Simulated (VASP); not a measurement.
# Sb (P6_3/mmc) in VASP: a series of runs

Aim: see how the results for Sb move with the level of theory and the settings. Levels: RPBE+D4, revPBE+D3(BJ). Tasks: relaxation of cell and atoms.

All numbers are computed with VASP 6.6.1; they aren't measurements. Logs are shortened: lines on timing, memory, paths and dates and some standing lists are left out, and cuts for length are marked.

**1. The cell of the first run**

The structure is hexagonal, space group P6_3/mmc (No. 194). Conventional cell: a = 3.355 Å, b = 3.355 Å, c = 5.470 Å, α = 90.00°, β = 90.00°, γ = 120.00°. Sb (site symmetry -6m2) has 12 Sb at 3.35 Å within 4.4 Å.

**2. Relaxation of cell and atoms, RPBE+D4**

The input, INCAR:

```
SYSTEM = Sb
  ALGO = Normal
  EDIFF = 1E-7
  EDIFFG = -0.01
  ENCUT = 600
  GGA = RP
  IBRION = 2
  ISIF = 3
  ISMEAR = -1
  IVDW = 13
  LASPH = .True.
  LCHARG = .False.
  LREAL = .False.
  LWAVE = .False.
  NELM = 80
  NSW = 60
  PREC = Accurate
  SIGMA = 0.05
```

The input, KPOINTS:

```
k-points
0
Gamma
  9 9 5
  0 0 0
```

The input, POSCAR:

```
Sb
1.0
    3.3545324186      0.0000000000      0.0000000000
   -1.6772662093      2.9051102923      0.0000000000
    0.0000000000      0.0000000000      5.4701606500
Sb
2
Direct
    0.6666666667      0.3333333333      0.7500000000
    0.3333333333      0.6666666667      0.2500000000
```

Potentials or basis: VASP PAW PBE potentials, release 64 (Sb).

Command:

```
$ cat potpaw_PBE.64/Sb/POTCAR > POTCAR
$ mpirun -np 1 vasp_std > vasp.out
```

OUTCAR:

```text
SYSTEM = Sb
   EDIFF = 1E-7
   EDIFFG = -0.01
   ENCUT = 600
   GGA = RP
   IBRION = 2
   ISIF = 3
   ISMEAR = -1
   IVDW = 13
   LASPH = .True.
   LREAL = .False.
   NELM = 80
   NSW = 60
   PREC = Accurate

 ion  position               nearest neighbor table
   1  0.667  0.333  0.750-   2 3.35   2 3.35   2 3.35   2 3.35   2 3.35   2 3.35
   2  0.333  0.667  0.250-   1 3.35   1 3.35   1 3.35   1 3.35   1 3.35   1 3.35

  LATTYP: Found a hexagonal cell.
 ALAT       =     3.3545324186
 C/A-ratio  =     1.6306775334

  Lattice vectors:

 A1 = (   3.3545324186,   0.0000000000,   0.0000000000)
 A2 = (  -1.6772662093,   2.9051102923,   0.0000000000)
 A3 = (   0.0000000000,   0.0000000000,   5.4701606500)

Analysis of symmetry for initial positions (statically):
=====================================================================
 Subroutine PRICEL returns:
 Original cell was already a primitive cell.

 Routine SETGRP: Setting up the symmetry group for a
 hexagonal supercell.

 Subroutine GETGRP returns: Found 24 space group operations
 (whereof 12 operations were pure point group operations)
 out of a pool of 24 trial point group operations.

The static configuration has the point symmetry D_3d.
 The point group associated with its full space group is D_6h.

Analysis of symmetry for dynamics (positions and initial velocities):
=====================================================================
 Subroutine PRICEL returns:
 Original cell was already a primitive cell.

 Routine SETGRP: Setting up the symmetry group for a
 hexagonal supercell.

 Subroutine GETGRP returns: Found 24 space group operations
 (whereof 12 operations were pure point group operations)
 out of a pool of 24 trial point group operations.

The dynamic configuration has the point symmetry D_3d.
 The point group associated with its full space group is D_6h.

 Subroutine INISYM returns: Found 24 space group operations
 (whereof 12 operations are pure point group operations),
 and found     1 'primitive' translations

----------------------------------------------------------------------------------------

                                     Primitive cell

  volume of cell :      53.3083

  direct lattice vectors                    reciprocal lattice vectors
     3.354532419  0.000000000  0.000000000     0.298104139  0.172110505  0.000000000
    -1.677266209  2.905110292  0.000000000     0.000000000  0.344221010  0.000000000
     0.000000000  0.000000000  5.470160650     0.000000000  0.000000000  0.182809987

  length of vectors
     3.354532419  3.354532419  5.470160650     0.344221010  0.344221010  0.182809987

  position of ions in fractional coordinates (direct lattice)
     0.666666667  0.333333333  0.750000000
     0.333333333  0.666666667  0.250000000

  ion indices of the primitive-cell ions
   primitive index   ion index
                 1           1
                 2           2

----------------------------------------------------------------------------------------

 KPOINTS: k-points

Automatic generation of k-mesh.
 Grid dimensions read from file:
 generate k-points for:    9    9    5

 Generating k-lattice:

  Cartesian coordinates                     Fractional coordinates (reciprocal lattice)
     0.033122682  0.019123389  0.000000000     0.111111111  0.000000000  0.000000000
     0.000000000  0.038246779  0.000000000     0.000000000  0.111111111  0.000000000
     0.000000000  0.000000000  0.036561997     0.000000000  0.000000000  0.200000000

  Length of vectors
     0.038246779  0.038246779  0.036561997

  Shift w.r.t. Gamma in fractional coordinates (k-lattice)
     0.000000000  0.000000000  0.000000000

 Subroutine IBZKPT returns following result:
 ===========================================

 Found     36 irreducible k-points:

 Following reciprocal coordinates:
            Coordinates               Weight
  0.000000  0.000000  0.000000      1.000000
  0.111111  0.000000  0.000000      6.000000
  0.222222  0.000000  0.000000      6.000000
  0.333333  0.000000  0.000000      6.000000
  0.444444  0.000000  0.000000      6.000000
  0.111111  0.111111  0.000000      6.000000
[... 16 lines left out ...]
  0.333333  0.222222  0.200000     24.000000
  0.333333  0.333333  0.200000      4.000000
 [... further k-points ...]
   k-points           NKPTS =     36   k-points in BZ     NKDIM =     36   number of bands    NBANDS=      9
   number of dos      NEDOS =    301   number of ions     NIONS =      2
   total plane-waves  NPLWV =  37632
   dimension x,y,z NGX =    28 NGY =   28 NGZ =   48
   dimension x,y,z NGXF=    56 NGYF=   56 NGZF=   96
   ions per type =               2
   NGX,Y,Z   is equivalent  to a cutoff of  13.88, 13.88, 14.59 a.u.
   NGXF,Y,Z  is equivalent  to a cutoff of  27.75, 27.75, 29.18 a.u.
 SYSTEM =  Sb
   PREC   = accura    normal or accurate (medium, high low for compatibility)
   ISTART =      0    job   : 0-new  1-cont  2-samecut
   ICHARG =      2    charge: 1-file 2-atom 10-const
   ISPIN  =      1    spin polarized calculation?
   LNONCOLLINEAR =      F non collinear calculations
   LSORBIT =      F    spin-orbit coupling
   LASPH  =      T    aspherical Exc in radial PAW
   ENCUT  =  600.0 eV  44.10 Ry    6.64 a.u.   6.70  6.70 10.93*2*pi/ulx,y,z
   NELM   =     80;   NELMIN=  2; NELMDL= -5     # of ELM steps
   EDIFF  = 0.1E-06   stopping-criterion for ELM
   LREAL  =      F    real-space projection
   EDIFFG = -.1E-01   stopping-criterion for IOM
   NSW    =     60    number of steps for IOM
   IBRION =      2    ionic relax: 0-MD 1-quasi-New 2-CG
   NFREE  =      1    steps in history (QN), initial steepest desc. (CG)
   ISIF   =      3    stress and relaxation
   ISYM   =      2    0-nonsym 1-usesym 2-fastsym
   POTIM  = 0.5000    time-step for ionic-motion
   TEBEG  =    0.0;   TEEND  =   0.0 temperature during run
   PSTRESS=    0.0 pullay stress
   NELECT =      10.0000    total number of electrons
   NUPDOWN=      -1.0000    fix difference up-down
   EMIN   =  10.00;   EMAX   =-10.00  energy-range for DOS
   EFERMI =   0.00;   METHOD = LEGACY
   ISMEAR =    -1;   SIGMA  =   0.05  broadening in eV -4-tet -1-fermi 0-gaus
   EFERMI_NEDOS =   21; number of points for ismear=-14 and -15
   IALGO  =     38    algorithm
   IMIX   =      4    mixing-type and parameters
     AMIX     =   0.40;   BMIX     =  1.00
     AMIX_MAG =   1.60;   BMIX_MAG =  1.00
  volume/ion in A,a.u.               =      26.65       179.87
  Fermi-wavevector in a.u.,A,eV,Ry     =   0.937152  1.770960 11.949364  0.878253
  Thomas-Fermi vector in A             =   2.064234
   LORBIT       =      0    0 simple, 1 ext, 2 COOP (PROOUT), +10 PAW based schemes
   GGA     = RP    functional components
   LHFCALC =     F    Hartree Fock is set to
   AEXX    =    0.0000 exact exchange contribution
   IVDW    =    13    specifies the selected vdW correction
   LEPSILON=     F    determine dielectric tensor
   LRPA    =     F    only Hartree local field effects (RPA)
 conjugate gradient relaxation of ions
 non-spin polarized calculation
  energy-cutoff  :      600.00
  volume of cell :       53.31
 maximum number of plane-waves:      1798
 NGX is ok and might be reduce to    28
   NGX = 13   NGY = 13   NGZ = 21

--------------------------------------- Ionic step        1  -------------------------------------------

 number of electron      10.0000000 magnetization

 Free energy of the ion-electron system (eV)
  ---------------------------------------------------
  ext. energy  EPLUGINS =         0.00000000
  ---------------------------------------------------
  free energy    TOTEN  =        -6.94525247 eV

  energy without entropy =       -6.93331979  energy(sigma->0) =       -6.93928613

------------------------ aborting loop because EDIFF is reached ----------------------------------------

  DFT-D4 for vdW energy calculation

  Edisp (eV):   -2.15576

  FORCE on cell =-STRESS in cart. coord.  units (eV):
  Direction    XX          YY          ZZ          XY          YZ          ZX
  --------------------------------------------------------------------------------------
  -------------------------------------------------------------------------------------
  Total      -1.03294    -1.03294    -1.11125     0.00000     0.00000     0.00000
  in kB     -31.04494   -31.04494   -33.39863     0.00000     0.00000     0.00000
  external pressure =      -31.83 kB  Pullay stress =        0.00 kB
[... 261 lines left out ...]
  energy  without entropy=       -9.1197035004  energy(sigma->0) =       -9.12429475

--------------------------------------- Ionic step        8  -------------------------------------------

 number of electron      10.0000000 magnetization

 Free energy of the ion-electron system (eV)
  ---------------------------------------------------
  ext. energy  EPLUGINS =         0.00000000
  ---------------------------------------------------
  free energy    TOTEN  =        -6.87168903 eV

  energy without entropy =       -6.86256488  energy(sigma->0) =       -6.86712696

 E-fermi :   9.3648     XC(G=0): -10.4712

 val. band max:        9.3320136489   @ k =   0.2222   0.0000   0.4000
 cond. band min:       9.4620067803   @ k =   0.1111   0.1111   0.0000
 fundamental gap:      0.1299931314
 Fermi energy:         9.3647672778

 k-point     1 :       0.0000    0.0000    0.0000
  band No.  band energies     occupation
      1      -3.9635      2.00000
      2       0.1714      2.00000
      3       3.2184      2.00000
      4      13.3383      0.00000
      5      13.3383      0.00000
      6      15.1000      0.00000
      7      15.1000      0.00000
      8      15.3847      0.00000
      9      17.4028      0.00000
[... 265 lines left out ...]
 k-point    24 :       0.3333    0.3333    0.2000
  band No.  band energies     occupation
      1       1.3725      2.00000
      2       1.3725      2.00000
      3       4.8805      2.00000
      4       6.0390      2.00000
      5       6.0390      2.00000
      6       7.6474      2.00000
      7      10.1916      0.00000
      8      10.1916      0.00000
      9      13.8794      0.00000

 [... further k-points ...]

------------------------ aborting loop because EDIFF is reached ----------------------------------------

  DFT-D4 for vdW energy calculation

  Edisp (eV):   -2.25720

  FORCE on cell =-STRESS in cart. coord.  units (eV):
  Direction    XX          YY          ZZ          XY          YZ          ZX
  --------------------------------------------------------------------------------------
  -------------------------------------------------------------------------------------
  Total       0.01595     0.01595     0.01651    -0.00000    -0.00000     0.00000
  in kB       0.50494     0.50494     0.52266    -0.00000    -0.00000     0.00000
  external pressure =        0.51 kB  Pullay stress =        0.00 kB
[... 17 lines left out ...]
  FREE ENERGIE OF THE ION-ELECTRON SYSTEM (eV)
  ---------------------------------------------------
  free  energy   TOTEN  =        -9.1288910312 eV

  energy  without entropy=       -9.1197668808  energy(sigma->0) =       -9.12432896

 reached required accuracy - stopping structural energy minimisation
```

Run time: 48 s. Hardware: 1 thread of Intel Xeon 6975P-C (Granite Rapids), shared host; peak memory 0.2 GiB.

Results:

```yaml
Free_energy: -9.1289 eV
Relaxed_volume: 25.31 Å³/atom
Relaxed_cell: a = 3.296 Å, b = 3.296 Å, c = 5.380 Å, α = 90.00°, β = 90.00°, γ = 120.00°
Space_group_after_relaxing_to_0.05_Å: P6_3/mmc (No. 194)
Energy_gained_by_relaxing: 13.9 meV/atom
Ionic_steps: 8
Pressure_after_relaxing: 0.1 GPa
Band_gap_on_the_k_mesh: zero (band 5 reaches 13.94 eV, above the bottom of band 6 at 6.49 eV)
Dispersion_energy_per_atom: -1.129 eV
```

The path:
```csv
step,energy change (eV),largest force (eV/Å),pressure (GPa),volume (Å³)
1,0.0000,0.0000,-3.18,53.31
2,-0.0195,0.0000,2.07,49.33
3,-0.0279,0.0000,0.00,50.66
4,-0.0278,0.0000,-0.07,50.71
5,-0.0279,0.0000,-0.07,50.71
6,-0.0279,0.0000,-0.06,50.70
7,-0.0279,0.0000,-0.06,50.70
8,-0.0279,0.0000,0.05,50.62
```

Final structure:
```
CELL_PARAMETERS angstrom
3.29640 0.00000 0.00000
-1.64820 2.85477 0.00000
0.00000 0.00000 5.37952
ATOMIC_POSITIONS crystal
Sb 0.66667 0.33333 0.75000
Sb 0.33333 0.66667 0.25000
```

Caveat: the PAW data sets were made with another functional, which shifts forces and pressure a little; spin-orbit coupling is left out, which moves the levels of the heavy elements; pairwise dispersion overbinds metals, which lowers pressure and volume.

**3. Relaxation of cell and atoms, revPBE+D3(BJ)**

The input, INCAR:

```
SYSTEM = Sb
  PREC = Accurate
  ENCUT = 600
  EDIFF = 1E-7
  ISMEAR = -1
  SIGMA = 0.05
  LREAL = .False.
  LASPH = .True.
  NELM = 80
  ALGO = Normal
  ISIF = 3
  LWAVE = .False.
  LCHARG = .False.
  GGA = RE
  IVDW = 12
  IBRION = 2
  NSW = 60
  EDIFFG = -0.01
```

The input, KPOINTS:

```
Automatic mesh
0
Gamma
  9 9 5
  0 0 0
```

POSCAR is that of step 2.

Potentials or basis: VASP PAW PBE potentials, release 64 (Sb).

Command:

```
$ cat potpaw_PBE.64/Sb/POTCAR > POTCAR
$ mpirun -np 1 vasp_std > vasp.out
```

OUTCAR:

```text
SYSTEM = Sb
   PREC = Accurate
   ENCUT = 600
   EDIFF = 1E-7
   ISMEAR = -1
   LREAL = .False.
   LASPH = .True.
   NELM = 80
   ISIF = 3
   GGA = RE
   IVDW = 12
   IBRION = 2
   NSW = 60
   EDIFFG = -0.01
 IVDW          = 12

 ion  position               nearest neighbor table
   1  0.667  0.333  0.750-   2 3.35   2 3.35   2 3.35   2 3.35   2 3.35   2 3.35
   2  0.333  0.667  0.250-   1 3.35   1 3.35   1 3.35   1 3.35   1 3.35   1 3.35

  LATTYP: Found a hexagonal cell.
 ALAT       =     3.3545324186
 C/A-ratio  =     1.6306775334

  Lattice vectors:

 A1 = (   3.3545324186,   0.0000000000,   0.0000000000)
 A2 = (  -1.6772662093,   2.9051102923,   0.0000000000)
 A3 = (   0.0000000000,   0.0000000000,   5.4701606500)

Analysis of symmetry for initial positions (statically):
=====================================================================
 Subroutine PRICEL returns:
 Original cell was already a primitive cell.

 Routine SETGRP: Setting up the symmetry group for a
 hexagonal supercell.

 Subroutine GETGRP returns: Found 24 space group operations
 (whereof 12 operations were pure point group operations)
 out of a pool of 24 trial point group operations.

[... 153 lines left out ...]
   NGX = 13   NGY = 13   NGZ = 21

--------------------------------------- Ionic step        1  -------------------------------------------

 number of electron      10.0000000 magnetization

 Free energy of the ion-electron system (eV)
  ---------------------------------------------------
  ext. energy  EPLUGINS =         0.00000000
  ---------------------------------------------------
  free energy    TOTEN  =        -7.06377541 eV

  energy without entropy =       -7.05181960  energy(sigma->0) =       -7.05779750

------------------------ aborting loop because EDIFF is reached ----------------------------------------

 Edisp (eV)   -1.98902

 E8    (eV) :    -1.4267
[... 231 lines left out ...]
--------------------------------------- Ionic step        7  -------------------------------------------

 number of electron      10.0000000 magnetization

 Free energy of the ion-electron system (eV)
  ---------------------------------------------------
  ext. energy  EPLUGINS =         0.00000000
  ---------------------------------------------------
  free energy    TOTEN  =        -6.97874208 eV

  energy without entropy =       -6.97004148  energy(sigma->0) =       -6.97439178

 E-fermi :   9.4564     XC(G=0): -10.5204

 val. band max:        9.4206395833   @ k =   0.2222   0.0000   0.4000
 cond. band min:       9.5608448730   @ k =   0.1111   0.1111   0.0000
 fundamental gap:      0.1402052897
 Fermi energy:         9.4564447669

 k-point     1 :       0.0000    0.0000    0.0000
  band No.  band energies     occupation
      1      -3.9470      2.00000
      2       0.2340      2.00000
      3       3.2537      2.00000
      4      13.4709      0.00000
      5      13.4709      0.00000
      6      15.2493      0.00000
      7      15.2493      0.00000
      8      15.5361      0.00000
      9      17.5482      0.00000
[... 265 lines left out ...]
 k-point    24 :       0.3333    0.3333    0.2000
  band No.  band energies     occupation
      1       1.4501      2.00000
      2       1.4501      2.00000
      3       4.9288      2.00000
      4       6.1069      2.00000
      5       6.1069      2.00000
      6       7.7186      2.00000
      7      10.2902      0.00000
      8      10.2902      0.00000
      9      13.9704      0.00000

 [... further k-points ...]

------------------------ aborting loop because EDIFF is reached ----------------------------------------

 Edisp (eV)   -2.11173

 E8    (eV) :    -1.5139
[... 25 lines left out ...]
  FREE ENERGIE OF THE ION-ELECTRON SYSTEM (eV)
  ---------------------------------------------------
  free  energy   TOTEN  =        -9.0904742198 eV

  energy  without entropy=       -9.0817736194  energy(sigma->0) =       -9.08612392

 reached required accuracy - stopping structural energy minimisation
```

Wall time 43 s (1 thread of Intel Xeon 6975P-C (Granite Rapids), shared host); peak memory 0.21 GiB.

Results:

- Free energy: -9.0905 eV
- Relaxed volume: 25.09 Å³/atom
- Relaxed cell: a = 3.287 Å, b = 3.287 Å, c = 5.365 Å, α = 90.00°, β = 90.00°, γ = 120.00°
- Space group after relaxing (to 0.05 Å): P6_3/mmc (No. 194)
- Energy gained by relaxing: 18.8 meV/atom
- Ionic steps: 7
- Pressure after relaxing: 0.1 GPa
- Band gap on the k mesh: zero (band 5 reaches 14.08 eV, above the bottom of band 6 at 6.55 eV)
- Dispersion energy per atom: -1.056 eV

The path:
```tsv
step	energy change (eV)	largest force (eV/Å)	pressure (GPa)	volume (Å³)
1	0.0000	0.0000	-3.65	53.31
2	-0.0274	0.0000	2.32	48.76
3	-0.0376	0.0000	0.00	50.22
4	-0.0376	0.0000	-0.09	50.28
5	-0.0377	0.0000	-0.08	50.28
6	-0.0377	0.0000	-0.07	50.27
7	-0.0377	0.0000	0.05	50.18
```

Final structure:
```
Sb
1.0
     3.28659    0.00000    0.00000
    -1.64330    2.84627    0.00000
     0.00000    0.00000    5.36459
Sb
2
Cartesian
  1.6433 0.9488 4.0234
  0.0000 1.8975 1.3411
```

Caveat: the PAW data sets were made with another functional, which shifts forces and pressure a little; spin-orbit coupling is left out, which moves the levels of the heavy elements; pairwise dispersion overbinds metals, which lowers pressure and volume.
